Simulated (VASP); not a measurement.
# TlZn4 (Pm-3m) in VASP: a series of runs

Runs on TlZn4. Level: PBE. Tasks: single point, relaxation of cell and atoms.

All numbers are computed with VASP 6.6.1; they aren't measurements. Logs are shortened: lines on timing, memory, paths and dates and some standing lists are left out, and cuts for length are marked.

## (1) The cell of the first run

The structure is cubic, space group Pm-3m (No. 221). Conventional cell: a = 4.814 Å, b = 4.814 Å, c = 4.814 Å, α = 90.00°, β = 90.00°, γ = 90.00°. Within 3.2 Å of Zn (site symmetry m-3m) lie 6 Zn at 2.41 Å. Within 3.2 Å of Zn (site symmetry 4/mmm) lie 2 Zn at 2.41 Å. Tl (site symmetry m-3m) has 20 Zn at 3.40 to 4.17 Å within 4.5 Å.

## (2) Single point, PBE

Input file INCAR:

```
PREC = Accurate
ENCUT = 520
EDIFF = 1E-7
ISMEAR = 0
SIGMA = 0.1
LREAL = False
LASPH = True
NELM = 100
ALGO = Normal
ISIF = 2
LWAVE = False
LCHARG = False
GGA = PE
NBANDS = 38
```

Input file KPOINTS:

```
regular mesh
0
Gamma
  8 8 8
```

Input file POSCAR:

```
TlZn4
1.0
    4.8140438526      0.0000000000      0.0000000000
    0.0000000000      4.8140438526      0.0000000000
    0.0000000000      0.0000000000      4.8140438526
Zn Tl
4 1
Direct
    0.5000000000      0.5000000000      0.5000000000
    0.0000000000      0.5000000000      0.5000000000
    0.5000000000      0.0000000000      0.5000000000
    0.5000000000      0.5000000000      0.0000000000
    0.0000000000      0.0000000000      0.0000000000
```

Potentials or basis: VASP PAW PBE potentials, release 64 (Zn, Tl_d).

Command:

```sh
cat potpaw_PBE.64/Zn/POTCAR potpaw_PBE.64/Tl_d/POTCAR > POTCAR
mpirun -np 1 vasp_std > vasp.out
```

OUTCAR:

```text
PREC = Accurate
   ENCUT = 520
   EDIFF = 1E-7
   ISMEAR = 0
   LREAL = False
   LASPH = True
   NELM = 100
   ISIF = 2
   GGA = PE

 ion  position               nearest neighbor table
   1  0.500  0.500  0.500-   2 2.41   3 2.41   4 2.41   4 2.41   3 2.41   2 2.41
   2  0.000  0.500  0.500-   1 2.41   1 2.41   5 3.40   5 3.40   5 3.40   5 3.40
   3  0.500  0.000  0.500-   1 2.41   1 2.41   5 3.40   5 3.40   5 3.40   5 3.40
   4  0.500  0.500  0.000-   1 2.41   1 2.41   5 3.40   5 3.40   5 3.40   5 3.40
   5  0.000  0.000  0.000-   2 3.40   3 3.40   4 3.40   2 3.40   3 3.40   2 3.40   4 3.40   2 3.40
                             3 3.40   4 3.40   3 3.40   4 3.40

  LATTYP: Found a simple cubic cell.
 ALAT       =     4.8140438526

  Lattice vectors:

 A1 = (   4.8140438526,   0.0000000000,   0.0000000000)
 A2 = (   0.0000000000,   4.8140438526,   0.0000000000)
 A3 = (   0.0000000000,   0.0000000000,   4.8140438526)

Analysis of symmetry for initial positions (statically):
=====================================================================
 Subroutine PRICEL returns:
 Original cell was already a primitive cell.

 Routine SETGRP: Setting up the symmetry group for a
 simple cubic supercell.

 Subroutine GETGRP returns: Found 48 space group operations
 (whereof 48 operations were pure point group operations)
 out of a pool of 48 trial point group operations.

The static configuration has the point symmetry O_h .

Analysis of symmetry for dynamics (positions and initial velocities):
=====================================================================
 Subroutine PRICEL returns:
 Original cell was already a primitive cell.

 Routine SETGRP: Setting up the symmetry group for a
 simple cubic supercell.

 Subroutine GETGRP returns: Found 48 space group operations
 (whereof 48 operations were pure point group operations)
 out of a pool of 48 trial point group operations.

The dynamic configuration has the point symmetry O_h .

 Subroutine INISYM returns: Found 48 space group operations
 (whereof 48 operations are pure point group operations),
 and found     1 'primitive' translations

----------------------------------------------------------------------------------------

                                     Primitive cell

  volume of cell :     111.5656

  direct lattice vectors                    reciprocal lattice vectors
     4.814043853  0.000000000  0.000000000     0.207725569  0.000000000  0.000000000
     0.000000000  4.814043853  0.000000000     0.000000000  0.207725569  0.000000000
[... 90 lines left out ...]
   NELM   =    100;   NELMIN=  2; NELMDL= -5     # of ELM steps
   EDIFF  = 0.1E-06   stopping-criterion for ELM
   LREAL  =      F    real-space projection
   EDIFFG = 0.1E-05   stopping-criterion for IOM
   NSW    =      0    number of steps for IOM
   IBRION =     -1    ionic relax: 0-MD 1-quasi-New 2-CG
   NFREE  =      0    steps in history (QN), initial steepest desc. (CG)
   ISIF   =      2    stress and relaxation
   ISYM   =      2    0-nonsym 1-usesym 2-fastsym
   POTIM  = 0.5000    time-step for ionic-motion
   TEBEG  =    0.0;   TEEND  =   0.0 temperature during run
   PSTRESS=    0.0 pullay stress
   NELECT =      61.0000    total number of electrons
   NUPDOWN=      -1.0000    fix difference up-down
   EMIN   =  10.00;   EMAX   =-10.00  energy-range for DOS
   EFERMI =   0.00;   METHOD = LEGACY
   ISMEAR =     0;   SIGMA  =   0.10  broadening in eV -4-tet -1-fermi 0-gaus
   EFERMI_NEDOS =   21; number of points for ismear=-14 and -15
   IALGO  =     38    algorithm
   IMIX   =      4    mixing-type and parameters
     AMIX     =   0.40;   BMIX     =  1.00
     AMIX_MAG =   1.60;   BMIX_MAG =  1.00
  volume/ion in A,a.u.               =      22.31       150.58
  Fermi-wavevector in a.u.,A,eV,Ry     =   1.338674  2.529726 24.382284  1.792047
  Thomas-Fermi vector in A             =   2.467126
   LORBIT       =      0    0 simple, 1 ext, 2 COOP (PROOUT), +10 PAW based schemes
   GGA     = PE    functional components
   LHFCALC =     F    Hartree Fock is set to
   AEXX    =    0.0000 exact exchange contribution
   IVDW    =     0    specifies the selected vdW correction
   LEPSILON=     F    determine dielectric tensor
   LRPA    =     F    only Hartree local field effects (RPA)
 non-spin polarized calculation
 Gauss-broadening in eV      SIGMA  =   0.10
  energy-cutoff  :      520.00
  volume of cell :      111.57
 maximum number of plane-waves:      3028
 NGX is ok and might be reduce to    36
   NGX = 17   NGY = 17   NGZ = 17

 number of electron      61.0000157 magnetization

 Free energy of the ion-electron system (eV)
  ---------------------------------------------------
  ext. energy  EPLUGINS =         0.00000000
  ---------------------------------------------------
  free energy    TOTEN  =        -5.39861851 eV

  energy without entropy =       -5.38702220  energy(sigma->0) =       -5.39282036

 E-fermi :   2.7700     XC(G=0):  -9.9371

 val. band max:        2.7622886901   @ k =   0.3750   0.3750   0.0000
 cond. band min:       2.7738428026   @ k =   0.5000   0.1250   0.1250
 fundamental gap:      0.0115541125
 Fermi energy:         2.7700151219

 k-point     1 :       0.0000    0.0000    0.0000
  band No.  band energies     occupation
      1      -8.8751      2.00000
      2      -8.8751      2.00000
      3      -8.8445      2.00000
      4      -8.8445      2.00000
      5      -8.8445      2.00000
      6      -6.4385      2.00000
[... 973 lines left out ...]
     37       7.8382      0.00000
     38       8.5536      0.00000

 [... further k-points ...]
[... 5 lines left out ...]
  --------------------------------------------------------------------------------------
  -------------------------------------------------------------------------------------
  Total        0.1152143      0.1152143      0.1152143      0.0000000      0.0000000     -0.0000000
  in kB        1.6545768      1.6545768      1.6545768      0.0000000      0.0000000     -0.0000000
  external PRESSURE =       1.6545768 kB  Pullay stress =       0.0000000 kB

 VOLUME and BASIS-vectors are now :
 -----------------------------------------------------------------------------
  energy-cutoff  :      520.00
  volume of cell :      111.57
      direct lattice vectors                 reciprocal lattice vectors
     4.814043853  0.000000000  0.000000000     0.207725569  0.000000000  0.000000000
     0.000000000  4.814043853  0.000000000     0.000000000  0.207725569  0.000000000
     0.000000000  0.000000000  4.814043853     0.000000000  0.000000000  0.207725569

 POSITION                                       TOTAL-FORCE (eV/Angst)
 -----------------------------------------------------------------------------------
      2.40702      2.40702      2.40702         0.000000      0.000000      0.000000
      0.00000      2.40702      2.40702         0.000000      0.000000      0.000000
      2.40702      0.00000      2.40702         0.000000      0.000000      0.000000
      2.40702      2.40702      0.00000         0.000000      0.000000      0.000000
      0.00000      0.00000      0.00000         0.000000      0.000000      0.000000
 -----------------------------------------------------------------------------------
    total drift:                                0.000000      0.000000      0.000000

  FREE ENERGIE OF THE ION-ELECTRON SYSTEM (eV)
  ---------------------------------------------------
  free  energy   TOTEN  =        -5.3986185138 eV

  energy  without entropy=       -5.3870222040  energy(sigma->0) =       -5.39282036
```

stdout:

```text
POSCAR found type information on POSCAR ZnTl
 POSCAR found :  2 types and       5 ions
 scaLAPACK will be used
 LDA part: xc-table for (Slater+PW92), standard interpolation
 POSCAR, INCAR and KPOINTS ok, starting setup
 FFT: planning ... GRIDC
 FFT: planning ... GRID_SOFT
 FFT: planning ... GRID
 WAVECAR not read
 entering main loop
```

Run time: 48 s. Hardware: 1 thread of Intel Xeon 6975P-C (Granite Rapids), shared host; peak memory 0.27 GiB.

What came out:

* Free energy: -5.3986 eV
* Pressure: 0.2 GPa

Levels at points of the mesh, in eV from the Fermi level:
| k point | band 27 | band 28 | band 29 | band 30 | band 31 | band 32 | band 33 | band 34 |
| --- | --- | --- | --- | --- | --- | --- | --- | --- |
| (0.00, 0.00, 0.00) | -3.81 | -1.86 | -1.86 | -1.86 | -0.71 | -0.71 | 3.22 | 3.22 |
| (0.50, 0.00, 0.00) | -6.71 | -2.40 | -0.47 | -0.47 | -0.35 | 0.41 | 0.85 | 0.85 |
| (0.50, 0.50, 0.00) | -5.96 | -4.75 | -4.75 | 0.41 | 1.13 | 1.88 | 1.88 | 1.94 |
| (0.50, 0.50, 0.50) | -5.28 | -3.52 | -3.52 | -3.52 | -1.98 | -1.98 | -1.98 | 8.15 |

Caveat: spin-orbit coupling is left out, which moves the levels of the heavy elements.

## (3) Relaxation of cell and atoms, PBE

This run uses another cell than the first one, of 22.42 Å³/atom, 1.005 times its volume.

Input file INCAR:

```
SYSTEM = TlZn4
  PREC = Accurate
  ENCUT = 600
  EDIFF = 1E-6
  ISMEAR = 0
  SIGMA = 0.1
  LREAL = .FALSE.
  LASPH = .TRUE.
  NELM = 100
  ALGO = Normal
  ISIF = 3
  LWAVE = .FALSE.
  LCHARG = .FALSE.
  GGA = PE
  IBRION = 2
  NSW = 100
  EDIFFG = -0.01
```

Input file KPOINTS:

```
regular mesh
0
G
  8 8 8
  0 0 0
```

POSCAR: that of step 2 with these lines changed.

```diff
@@ -2,5 +2,5 @@
 1.0
-    4.8140438526      0.0000000000      0.0000000000
-    0.0000000000      4.8140438526      0.0000000000
-    0.0000000000      0.0000000000      4.8140438526
+    4.8218689432      0.0000000000      0.0000000000
+    0.0000000000      4.8218689432      0.0000000000
+    0.0000000000      0.0000000000      4.8218689432
 Zn Tl
```

Potentials or basis: VASP PAW PBE potentials, release 64 (Zn, Tl_d).

Command:

```sh
cat potpaw_PBE.64/Zn/POTCAR potpaw_PBE.64/Tl_d/POTCAR > POTCAR
mpirun -np 1 vasp_std > vasp.out
```

Run time: 93 s. Hardware: 1 thread of Intel Xeon 6975P-C (Granite Rapids), shared host; peak memory 0.33 GiB.

It converged, with:

| Property | Result |
| --- | --- |
| Free energy | -5.3977 eV |
| Relaxed volume | 22.37 Å³/atom |
| Relaxed cell | a = 4.818 Å, b = 4.818 Å, c = 4.818 Å, α = 90.00°, β = 90.00°, γ = 90.00° |
| Space group after relaxing (to 0.05 Å) | Pm-3m (No. 221) |
| Energy gained by relaxing | 0.0 meV/atom |
| Ionic steps | 2 |
| Pressure after relaxing | 0.0 GPa |

Final structure:
```
CELL_PARAMETERS angstrom
4.81820 0.00000 0.00000
0.00000 4.81820 0.00000
0.00000 0.00000 4.81820
ATOMIC_POSITIONS crystal
Zn 0.50000 0.50000 0.50000
Zn 0.00000 0.50000 0.50000
Zn 0.50000 0.00000 0.50000
Zn 0.50000 0.50000 0.00000
Tl 0.00000 0.00000 0.00000
```

Levels at points of the mesh, in eV from the Fermi level:
```csv
k point,band 27,band 28,band 29,band 30,band 31,band 32,band 33,band 34
"(0.00, 0.00, 0.00)",-3.82,-1.85,-1.85,-1.85,-0.71,-0.71,3.21,3.21
"(0.50, 0.00, 0.00)",-6.71,-2.40,-0.46,-0.46,-0.35,0.40,0.85,0.85
"(0.50, 0.50, 0.00)",-5.95,-4.74,-4.74,0.41,1.12,1.87,1.87,1.93
"(0.50, 0.50, 0.50)",-5.28,-3.52,-3.52,-3.52,-1.97,-1.97,-1.97,8.13
```

Caveat: spin-orbit coupling is left out, which moves the levels of the heavy elements.

## (4) Single point, PBE

This run uses another cell than the first one, of 22.42 Å³/atom, 1.005 times its volume.

Input file INCAR:

```
  PREC = Accurate
  ENCUT = 520
  EDIFF = 1E-6
  ISMEAR = 0
  SIGMA = 0.1
  LREAL = F
  LASPH = T
  NELM = 100
  ALGO = Normal
  ISIF = 2
  LWAVE = F
  LCHARG = T
  GGA = PE
  LELF = T
  LVHAR = T
  NBANDS = 38
```

Input file KPOINTS:

```
Automatic mesh
0
Gamma
  4 4 4
```

POSCAR is that of step 3.

Command:

```sh
cat potpaw_PBE.64/Zn/POTCAR potpaw_PBE.64/Tl_d/POTCAR > POTCAR
mpirun -np 1 vasp_std > vasp.out
```

Run time: 17 s. Hardware: 1 thread of Intel Xeon 6975P-C (Granite Rapids), shared host; peak memory 0.21 GiB.

Results (log left out):

| Item | Value |
| --- | --- |
| Free energy | -5.3059 eV |
| Pressure | 0.1 GPa |

Levels at points of the mesh, in eV from the Fermi level:
```tsv
k point	band 29	band 30	band 31	band 32	band 33	band 34
(0.00, 0.00, 0.00)	-1.68	-1.68	-0.53	-0.53	3.38	3.38
(0.50, 0.00, 0.00)	-0.31	-0.31	-0.18	0.57	1.05	1.05
(0.50, 0.50, 0.00)	-4.55	0.55	1.27	2.06	2.06	2.12
(0.50, 0.50, 0.50)	-3.34	-3.34	-1.77	-1.77	-1.77	8.27
```

Caveat: spin-orbit coupling is left out, which moves the levels of the heavy elements.

## (5) Relaxation of cell and atoms, PBE

This run uses another cell than the first one, of 16.98 Å³/atom, 0.761 times its volume.

Input file INCAR:

```
ALGO = Normal ; EDIFF = 1E-6
EDIFFG = -0.04 ; ENCUT = 600
GGA = PE ; IBRION = 2
ISIF = 3 ; ISMEAR = 0
LASPH = T ; LCHARG = F
LREAL = F ; LWAVE = F
NELM = 100 ; NSW = 90
PREC = Accurate ; SIGMA = 0.1
```

Input file KPOINTS:

```
k-points
0
Gamma
  4 4 4
```

POSCAR: that of step 4 with these lines changed.

```diff
@@ -2,5 +2,5 @@
 1.0
-    4.8218689432      0.0000000000      0.0000000000
-    0.0000000000      4.8218689432      0.0000000000
-    0.0000000000      0.0000000000      4.8218689432
+    4.3947550600      0.0000000000      0.0000000000
+    0.0000000000      4.3947550600      0.0000000000
+    0.0000000000      0.0000000000      4.3947550600
 Zn Tl
```

Command:

```sh
cat potpaw_PBE.64/Zn/POTCAR potpaw_PBE.64/Tl_d/POTCAR > POTCAR
mpirun -np 1 vasp_std > vasp.out
```

Run time: 39 s. Hardware: 1 thread of Intel Xeon 6975P-C (Granite Rapids), shared host; peak memory 0.23 GiB.

It converged, with:

```yaml
Free_energy: -5.2981 eV
Relaxed_volume: 22.38 Å³/atom
Relaxed_cell: a = 4.819 Å, b = 4.819 Å, c = 4.819 Å, α = 90.00°, β = 90.00°, γ = 90.00°
Space_group_after_relaxing_to_0.05_Å: Pm-3m (No. 221)
Energy_gained_by_relaxing: 268.9 meV/atom
Ionic_steps: 3
Pressure_after_relaxing: 0.3 GPa
```

The path:
```
step  energy change (eV)  largest force (eV/Å)  pressure (GPa)  volume (Å³)
   1              0.0000                0.0000           20.82        84.88
   2             -1.3397                0.0000           -0.77       114.96
   3             -1.3445                0.0000            0.27       111.89
```

Final structure:
```
Zn Tl
1.0
     4.81875    0.00000    0.00000
     0.00000    4.81875    0.00000
     0.00000    0.00000    4.81875
Zn Tl
4 1
Direct
  0.50000 0.50000 0.50000
  0.00000 0.50000 0.50000
  0.50000 0.00000 0.50000
  0.50000 0.50000 0.00000
  0.00000 0.00000 0.00000
```

Levels at points of the mesh, in eV from the Fermi level:
```csv
k point,band 27,band 28,band 29,band 30,band 31,band 32,band 33,band 34,band 35,band 36
"(0.00, 0.00, 0.00)",-3.64,-1.68,-1.68,-1.68,-0.53,-0.53,3.39,3.39,3.39,5.04
"(0.50, 0.00, 0.00)",-6.52,-2.22,-0.31,-0.31,-0.17,0.57,1.05,1.05,2.89,5.93
"(0.50, 0.50, 0.00)",-5.79,-4.56,-4.56,0.55,1.28,2.07,2.07,2.13,2.65,3.27
"(0.50, 0.50, 0.50)",-5.07,-3.34,-3.34,-3.34,-1.77,-1.77,-1.77,8.28,8.28,8.77
```

Caveat: the volume moved by over 15 % at a fixed basis, so the end points are rough; spin-orbit coupling is left out, which moves the levels of the heavy elements.

## (6) Overview

| task | cell | k mesh | cutoff (eV) | gap on the mesh (eV) | pressure (GPa) | relaxed volume (Å³/atom) |
| --- | --- | --- | --- | --- | --- | --- |
| single point | a = 4.814 Å, 5 atoms | 8 × 8 × 8 | 520 | none | 0.2 | - |
| relaxation of cell and atoms | relaxed from a = 4.822 Å, 5 atoms | 8 × 8 × 8 | 600 | none | 0.0 | 22.37 |
| single point | a = 4.822 Å, 5 atoms | 4 × 4 × 4 | 520 | none | 0.1 | - |
| relaxation of cell and atoms | relaxed from a = 4.395 Å, 5 atoms | 4 × 4 × 4 | 600 | none | 0.3 | 22.38 |

Alike in all rows: level PBE; potentials or basis VASP PAW PBE potentials, release 64 (Zn, Tl_d); no spin polarisation; smearing gaussian 0.1 eV.

Caveats: spin-orbit coupling is left out, which moves the levels of the heavy elements; the volume moved by over 15 % at a fixed basis, so the end points are rough (some runs).

Absolute energies hang on the potentials; compare differences alone.
